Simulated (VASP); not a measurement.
## LaGa3N4: single point with PBE

LaGa3N4:

```
Ga La N
1.0
     3.33306    0.00000    0.00000
    -1.66653    2.88652    0.00000
     0.00000    0.00000   11.22899
Ga La N
3 1 4
Direct
  0.33333 0.66667 0.02625
  0.33333 0.66667 0.47573
  0.66667 0.33333 0.25076
  0.66667 0.33333 0.75009
  0.33333 0.66667 0.20093
  0.33333 0.66667 0.64780
  0.66667 0.33333 0.42587
  0.66667 0.33333 0.97256
```

```
Program                : VASP 6.6.1
Task                   : single point
Functional             : PBE
Potentials or basis    : VASP PAW PBE potentials, release 64 (Ga_d, La, N)
Cutoff                 : 600 eV
k mesh                 : 12 × 12 × 2
Occupations            : fermi-dirac, width 0.02 eV
Spin                   : non-collinear spin, zero start, spin-orbit coupling
Starting moments       : [[0.0, 0.0, 0.0], [0.0, 0.0, 0.0], [0.0, 0.0, 0.0], [0.0, 0.0, 0.0], [0.0, 0.0, 0.0], [0.0, 0.0, 0.0], [0.0, 0.0, 0.0], [0.0, 0.0, 0.0]] μB
Dipole correction      : no
Further INCAR settings : ALGO = Normal; EDIFF = 1e-06; NBANDS = 88
```

| Property | Result |
| --- | --- |
| Pressure | 4.0 GPa |
| Largest force | 0.223 eV/Å |
| Net moment | 0.00 μB per cell |
| Valence electrons inside the program's atomic spheres | Ga 11.73, 11.74; La 9.09; N 3.69, 3.77, 3.65 |

Forces on the atoms (eV/Å):
```
Ga   0.000  0.000 -0.133
Ga   0.000  0.000 -0.043
Ga   0.000  0.000 -0.067
La   0.000  0.000  0.131
N    0.000  0.000  0.071
N    0.000  0.000  0.203
N    0.000  0.000  0.062
N    0.000  0.000 -0.223
```

Stress tensor (GPa, compression positive):
```
4.00 0.00 0.00
0.00 4.00 0.00
0.00 0.00 3.91
```

Moments on the atoms (μB; x, y, z):
```
Ga  0.00 0.00 0.00
Ga  0.00 0.00 0.00
Ga  0.00 0.00 0.00
La  0.00 0.00 0.00
N   0.00 0.00 0.00
N   0.00 0.00 0.00
N   0.00 0.00 0.00
N   0.00 0.00 0.00
```

Wall time 7.7 min on 4 MPI ranks on Intel(R) Xeon(R) 6975P-C (Granite Rapids), on a shared host, peak memory 1.2 GiB a rank.
